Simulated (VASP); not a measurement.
Write the native input for VASP 6.6.1 that does the following.

```
Task                   : single point
Functional             : r2SCAN
Potentials or basis    : VASP PAW PBE potentials, release 64 (Cd, Se)
Cutoff                 : 520 eV
k mesh                 : 8 × 8 × 8
Occupations            : gaussian, width 0.01 eV
Spin                   : no spin polarisation
Dipole correction      : no
Further INCAR settings : ALGO = Normal; EDIFF = 1e-06; NBANDS = 16
```

Crystal: CdSe.

```
CELL_PARAMETERS angstrom
0.00000 3.08312 3.04323
3.08312 0.00000 3.04323
3.08312 3.08312 0.00000
ATOMIC_POSITIONS crystal
Cd 0.00000 0.00000 0.00000
Se 0.25000 0.25000 0.25000
```

This cell differs from its parent crystal: epitaxial xy strain +0.5%.

These files were run (other wordings do the same):

POSCAR

```
CdSe
1.0
    0.0000000000      3.0831198690      3.0432345071
    3.0831198690      0.0000000000      3.0432345071
    3.0831198690      3.0831198690      0.0000000000
Cd Se
1 1
Direct
    0.0000000000      0.0000000000      0.0000000000
    0.2500000000      0.2500000000      0.2500000000
```

INCAR.step1

```
  ALGO = Normal
  EDIFF = 1E-4
  ENCUT = 520
  GGA = PE
  ISMEAR = 0
  LASPH = T
  LCHARG = F
  LREAL = F
  LWAVE = T
  NBANDS = 16
  NELM = 60
  PREC = Accurate
  SIGMA = 0.01
```

INCAR.step2

```
  ALGO = Normal
  EDIFF = 1E-6
  ENCUT = 520
  ISIF = 2
  ISMEAR = 0
  ISTART = 1
  LASPH = T
  LCHARG = F
  LMIXTAU = T
  LREAL = F
  LWAVE = F
  METAGGA = R2SCAN
  NBANDS = 16
  NELM = 60
  PREC = Accurate
  SIGMA = 0.01
```

KPOINTS

```
k-points
0
Gamma
  8 8 8
```

Potentials or basis: VASP PAW PBE potentials, release 64 (Cd, Se).

Command:

```bash
$ cat potpaw_PBE.64/Cd/POTCAR potpaw_PBE.64/Se/POTCAR > POTCAR
$ cp INCAR.step1 INCAR
$ mpirun -np 1 vasp_std > vasp.out
$ cp INCAR.step2 INCAR
$ mpirun -np 1 vasp_std > vasp.out
```

Results of the run:

- Pressure: 0.1 GPa
- Band gap on the k mesh: 1.00 eV, direct

Caveat: the cell differs from its parent crystal (epitaxial xy strain +0.5%); the PAW data sets were made with another functional, which shifts forces and pressure a little.

It took 120 s on 1 thread of Intel(R) Xeon(R) 6975P-C (Granite Rapids), on a shared host, peak memory 0.22 GiB.
